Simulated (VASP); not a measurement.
Input of a VASP 6.6.1 run:

Contents of INCAR:

```
SYSTEM = GaP
ALGO = Normal
EDIFF = 1E-8
ENCUT = 520
ISIF = 2
ISMEAR = -1
LASPH = .True.
LCHARG = .False.
LEFG = .True.
LREAL = .False.
LWAVE = .False.
NBANDS = 16
NELM = 100
PREC = Accurate
SIGMA = 0.05
```

The input KPOINTS:

```
k-points
0
Gamma
  10 10 10
  0 0 0
```

The input POSCAR:

```
GaP
1.0
    0.0000000000      2.7252500000      2.8070075000
    2.7252500000      0.0000000000      2.8070075000
    2.7252500000      2.7252500000      0.0000000000
Ga P
1 1
Direct
    0.0000000000      0.0000000000      0.0000000000
    0.7500000000      0.7500000000      0.7500000000
```

Potentials or basis: VASP PAW LDA potentials, release 64 (Ga_d, P).

Command:

```sh
$ cat potpaw_LDA.64/Ga_d/POTCAR potpaw_LDA.64/P/POTCAR > POTCAR
$ mpirun -np 1 vasp_std > vasp.out
```

(1) What does it give for the pressure?

(2) What does it give for the band gap on the k mesh?

Results:

(1) -4.8 GPa.

(2) 1.33 eV, direct.

Caveat: the cell differs from its parent crystal (zz strain of +3 %); without QUAD_EFG the Cq values of the log hold for a quadrupole moment of 1 mb, not for the nuclei.
